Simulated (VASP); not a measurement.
# TlW (Pm-3m) in VASP: a series of runs, part 2 of 2

VASP 6.6.1. The steps go on from the part before.

### 3 Single point, PBE

This run uses another cell than the first one, of 23.16 Å³/atom, 1.212 times its volume.

Contents of INCAR:

```
SYSTEM = TlW
  ALGO = Normal
  EDIFF = 1E-7
  ENCUT = 520
  GGA = PE
  ISIF = 2
  ISMEAR = 0
  LASPH = .True.
  LCHARG = .False.
  LREAL = .False.
  LWAVE = .False.
  NBANDS = 20
  NELM = 80
  PREC = Accurate
  SIGMA = 0.1
```

Contents of KPOINTS:

```
k-points
0
Gamma
  6 6 6
  0 0 0
```

Contents of POSCAR:

```
TlW
1.0
    3.5911769037      0.0000000000      0.0000000000
    0.0000000000      3.5911769037      0.0000000000
    0.0000000000      0.0000000000      3.5911769037
Tl W
1 1
Direct
    0.0000000000      0.0000000000      0.0000000000
    0.5000000000      0.5000000000      0.5000000000
```

Potentials or basis: VASP PAW PBE potentials, release 64 (Tl_d, W_sv).

Started as:

```console
> cat potpaw_PBE.64/Tl_d/POTCAR potpaw_PBE.64/W_sv/POTCAR > POTCAR
> mpirun -np 1 vasp_std > vasp.out
```

It took 9.7 s on 1 thread of Intel Xeon Platinum 8488C (Sapphire Rapids), shared host; peak memory 0.16 GiB.

Results (log left out):

```
Free energy : -11.7705 eV
Pressure    : -18.3 GPa
```

Levels at points of the mesh, in eV from the Fermi level:
| k point | band 10 | band 11 | band 12 | band 13 | band 14 | band 15 | band 16 | band 17 |
| --- | --- | --- | --- | --- | --- | --- | --- | --- |
| (0.00, 0.00, 0.00) | -9.72 | -1.53 | -1.53 | 0.92 | 0.92 | 0.92 | 3.52 | 3.52 |
| (0.50, 0.00, 0.00) | -6.85 | -5.35 | -1.58 | -0.84 | -0.84 | 0.77 | 1.71 | 7.76 |
| (0.50, 0.50, 0.00) | -6.09 | -1.75 | -1.75 | -1.67 | 0.27 | 0.27 | 1.71 | 2.61 |
| (0.50, 0.50, 0.50) | -3.22 | -3.13 | -3.13 | -3.13 | 1.78 | 1.78 | 3.43 | 3.80 |

Caveat: spin-orbit coupling is left out, which moves the levels of the heavy elements.

### 4 Relaxation of cell and atoms, PBE

This run uses another cell than the first one, of 23.16 Å³/atom, 1.212 times its volume.

Contents of INCAR:

```
SYSTEM = TlW
ALGO = Fast
EDIFF = 1E-7
EDIFFG = -0.04
ENCUT = 600
GGA = PE
IBRION = 2
ISIF = 3
ISMEAR = 0
LASPH = .True.
LCHARG = .False.
LREAL = .False.
LWAVE = .False.
NELM = 80
NSW = 90
PREC = Accurate
SIGMA = 0.1
```

KPOINTS is that of step 3.

POSCAR is that of step 3.

Started as:

```console
> cat potpaw_PBE.64/Tl_d/POTCAR potpaw_PBE.64/W_sv/POTCAR > POTCAR
> mpirun -np 1 vasp_std > vasp.out
```

Run time: 63 s. Hardware: 1 thread of Intel Xeon Platinum 8488C (Sapphire Rapids), shared host; peak memory 0.19 GiB.

Results (log left out):

* Free energy: -12.3354 eV
* Relaxed volume: 19.06 Å³/atom
* Relaxed cell: a = 3.365 Å, b = 3.365 Å, c = 3.365 Å, α = 90.00°, β = 90.00°, γ = 90.00°
* Space group after relaxing (to 0.05 Å): Pm-3m (No. 221)
* Energy gained by relaxing: 282.5 meV/atom
* Ionic steps: 5
* Pressure after relaxing: 0.2 GPa

Step by step:
```tsv
step	energy change (eV)	largest force (eV/Å)	pressure (GPa)	volume (Å³)
1	0.0000	0.0000	-18.21	46.31
2	0.4630	0.0000	55.27	30.81
3	-0.5635	0.0000	-1.38	38.52
4	-0.5649	0.0000	-0.38	38.27
5	-0.5649	0.0000	0.23	38.12
```

Final structure:
```
Tl W
1.0
     3.36543    0.00000    0.00000
     0.00000    3.36543    0.00000
     0.00000    0.00000    3.36543
Tl W
1 1
Direct
  0.00000 0.00000 0.00000
  0.50000 0.50000 0.50000
```

Levels at points of the mesh, in eV from the Fermi level:
| k point | band 9 | band 10 | band 11 | band 12 | band 13 | band 14 | band 15 | band 16 | band 17 |
| --- | --- | --- | --- | --- | --- | --- | --- | --- | --- |
| (0.00, 0.00, 0.00) | -11.48 | -11.21 | -1.94 | -1.94 | 1.30 | 1.30 | 1.30 | 3.93 | 3.93 |
| (0.50, 0.00, 0.00) | -11.40 | -7.43 | -6.39 | -2.22 | -1.18 | -1.18 | 0.99 | 2.34 | 9.39 |
| (0.50, 0.50, 0.00) | -11.05 | -6.76 | -2.24 | -2.24 | -1.82 | 0.49 | 0.49 | 2.31 | 4.03 |
| (0.50, 0.50, 0.50) | -11.04 | -4.09 | -4.09 | -4.09 | -2.85 | 2.42 | 2.42 | 4.60 | 4.60 |

Caveat: the volume moved by over 15 % at a fixed basis, so the end points are rough; spin-orbit coupling is left out, which moves the levels of the heavy elements.

### 5 Single point, PBE

This run uses another cell than the first one, of 19.00 Å³/atom, 0.994 times its volume.

Contents of INCAR:

```
ALGO = Normal ; EDIFF = 1E-6
ENCUT = 520 ; GGA = PE
ISIF = 2 ; ISMEAR = 0
LASPH = T ; LCHARG = F
LREAL = F ; LWAVE = F
NBANDS = 20 ; NELM = 100
PREC = Accurate ; SIGMA = 0.1
```

Contents of KPOINTS:

```
k-points
0
Gamma
  16 16 16
```

Contents of POSCAR:

```
TlW
1.0
    3.3617115550      0.0000000000      0.0000000000
    0.0000000000      3.3617115550      0.0000000000
    0.0000000000      0.0000000000      3.3617115550
Tl W
1 1
Direct
    0.0000000000      0.0000000000      0.0000000000
    0.5000000000      0.5000000000      0.5000000000
```

Potentials or basis: VASP PAW PBE potentials, release 64 (Tl_d, W_sv).

Started as:

```console
> cat potpaw_PBE.64/Tl_d/POTCAR potpaw_PBE.64/W_sv/POTCAR > POTCAR
> mpirun -np 1 vasp_std > vasp.out
```

OUTCAR:

```text
EDIFF = 1E-6
   ENCUT = 520
   GGA = PE
   ISIF = 2
   ISMEAR = 0
   LASPH = T
   LREAL = F
   NELM = 100
   PREC = Accurate

 ion  position               nearest neighbor table
   1  0.000  0.000  0.000-   2 2.91   2 2.91   2 2.91   2 2.91   2 2.91   2 2.91   2 2.91   2 2.91

   2  0.500  0.500  0.500-   1 2.91   1 2.91   1 2.91   1 2.91   1 2.91   1 2.91   1 2.91   1 2.91

  LATTYP: Found a simple cubic cell.
 ALAT       =     3.3617115550

  Lattice vectors:

 A1 = (   3.3617115550,   0.0000000000,   0.0000000000)
 A2 = (   0.0000000000,   3.3617115550,   0.0000000000)
[... 189 lines left out ...]
      4     -28.1186      2.00000
      5      -1.9617      2.00000
      6      -1.9617      2.00000
[... 541 lines left out ...]
     19      20.1964      0.00000
     20      21.2531      0.00000

 [... further k-points ...]
[... 5 lines left out ...]
  --------------------------------------------------------------------------------------
  -------------------------------------------------------------------------------------
  Total        0.0162544      0.0162544      0.0162544     -0.0000000     -0.0000000      0.0000000
  in kB        0.6854891      0.6854891      0.6854891     -0.0000000     -0.0000000      0.0000000
  external PRESSURE =       0.6854891 kB  Pullay stress =       0.0000000 kB

 VOLUME and BASIS-vectors are now :
 -----------------------------------------------------------------------------
  energy-cutoff  :      520.00
  volume of cell :       37.99
      direct lattice vectors                 reciprocal lattice vectors
     3.361711555  0.000000000  0.000000000     0.297467520  0.000000000  0.000000000
     0.000000000  3.361711555  0.000000000     0.000000000  0.297467520  0.000000000
     0.000000000  0.000000000  3.361711555     0.000000000  0.000000000  0.297467520

 POSITION                                       TOTAL-FORCE (eV/Angst)
 -----------------------------------------------------------------------------------
      0.00000      0.00000      0.00000         0.000000      0.000000      0.000000
      1.68086      1.68086      1.68086         0.000000      0.000000      0.000000
 -----------------------------------------------------------------------------------
    total drift:                                0.000000      0.000000      0.000000

  FREE ENERGIE OF THE ION-ELECTRON SYSTEM (eV)
  ---------------------------------------------------
  free  energy   TOTEN  =       -12.3459872121 eV

  energy  without entropy=      -12.3389533261  energy(sigma->0) =      -12.34247027
```

stdout:

```text
POSCAR found type information on POSCAR TlW
 POSCAR found :  2 types and       2 ions
 scaLAPACK will be used
 LDA part: xc-table for (Slater+PW92), standard interpolation
 POSCAR, INCAR and KPOINTS ok, starting setup
 FFT: planning ... GRIDC
 FFT: planning ... GRID_SOFT
 FFT: planning ... GRID
 WAVECAR not read
 entering main loop
```

It took 53 s on 1 thread of Intel Xeon Platinum 8488C (Sapphire Rapids), shared host; peak memory 0.25 GiB.

Results:

- Free energy: -12.3460 eV
- Pressure: 0.1 GPa

Caveat: spin-orbit coupling is left out, which moves the levels of the heavy elements.

### 6 Summary

| task | cell | k mesh | cutoff (eV) | gap on the mesh (eV) | pressure (GPa) |
| --- | --- | --- | --- | --- | --- |
| single point | a = 3.369 Å, 2 atoms | 6 × 6 × 6 | 520 | none | -0.3 |
| single point | a = 3.591 Å, 2 atoms | 6 × 6 × 6 | 520 | none | -18.3 |
| relaxation of cell and atoms | relaxed from a = 3.591 Å, 2 atoms | 6 × 6 × 6 | 600 | none | 0.2 |
| single point | a = 3.362 Å, 2 atoms | 16 × 16 × 16 | 520 | none | 0.1 |

Alike in all rows: level PBE; potentials or basis VASP PAW PBE potentials, release 64 (Tl_d, W_sv); no spin polarisation; smearing gaussian 0.1 eV.

Caveats: spin-orbit coupling is left out, which moves the levels of the heavy elements; the volume moved by over 15 % at a fixed basis, so the end points are rough (some runs).

Total energies depend on the potentials used, so only differences within one code and one set of settings carry meaning.
